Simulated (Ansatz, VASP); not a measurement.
**Sn2H in VASP and in Ansatz**

File INCAR:

```
SYSTEM = Sn2H
ALGO = Normal ; EDIFF = 1E-6
ENCUT = 520 ; GGA = PE
ISIF = 2 ; ISMEAR = 0
LASPH = .TRUE. ; LCHARG = .FALSE.
LREAL = .FALSE. ; LWAVE = .FALSE.
NBANDS = 38 ; NELM = 60
PREC = Accurate ; SIGMA = 0.1
```

KPOINTS

```
k-points
0
G
  6 6 2
  0 0 0
```

The input POSCAR:

```
Sn2H
1.0
    4.1413936200      0.0000000000      0.0000000000
   -2.0706968100      3.5865520800      0.0000000000
    0.0000000000      0.0000000000      9.3084190700
Sn H
4 2
Direct
    0.0000000000      0.0000000000      0.8115213200
    0.0000000000      0.0000000000      0.1884786800
    0.0000000000      0.0000000000      0.5000000000
    0.0000000000      0.0000000000      0.0000000000
    0.3333333300      0.6666666700      0.5000000000
    0.6666666700      0.3333333300      0.5000000000
```

Input for Ansatz:

```yaml
crystal:
  lattice:
    - [4.14139362, 0.0, 0.0]
    - [-2.07069681, 3.58655208, 0.0]
    - [0.0, 0.0, 9.30841907]
  atoms:
    - { symbol: Sn, position: [0.0, 0.0, 0.81152132] }
    - { symbol: Sn, position: [0.0, 0.0, 0.18847868] }
    - { symbol: Sn, position: [0.0, 0.0, 0.5] }
    - { symbol: Sn, position: [0.0, 0.0, 0.0] }
    - { symbol: H, position: [0.33333333, 0.66666667, 0.5] }
    - { symbol: H, position: [0.66666667, 0.33333333, 0.5] }
basis:
  ecutwfc: 420
kpoints:
  mp_grid: { grid: [6, 6, 2] }
hamiltonian:
  xc: pbe
scf:
  occupations: { method: gaussian, width: 0.1 }
  lower_state_search: "off"
output:
  forces: true
  stress: true
  eigenvalues: true
```

Alike in both runs: task single point; functional PBE; k mesh 6 × 6 × 2; occupations gaussian, width 0.1 eV; no spin polarisation.

|  | VASP | Ansatz |
| --- | --- | --- |
| version | VASP 6.6.1 | Ansatz 0.2.0 |
| potentials or method | VASP PAW PBE potentials, release 64 (Sn_d, H), cutoff 520 eV | scalar-relativistic, plane waves, PAW |
| valence electrons in the cell | 58 | 58 |

```tsv
	VASP	Ansatz	Ansatz less VASP
gap on the k mesh at the Fermi level (eV)	none	none	-
rms of the force components (eV/Å)	16.562	17.815	+1.2532
```

Atom by atom the forces differ by 1.253 eV/Å (rms over components). A gap of «none» marks a metal or a gap that the smearing closes.
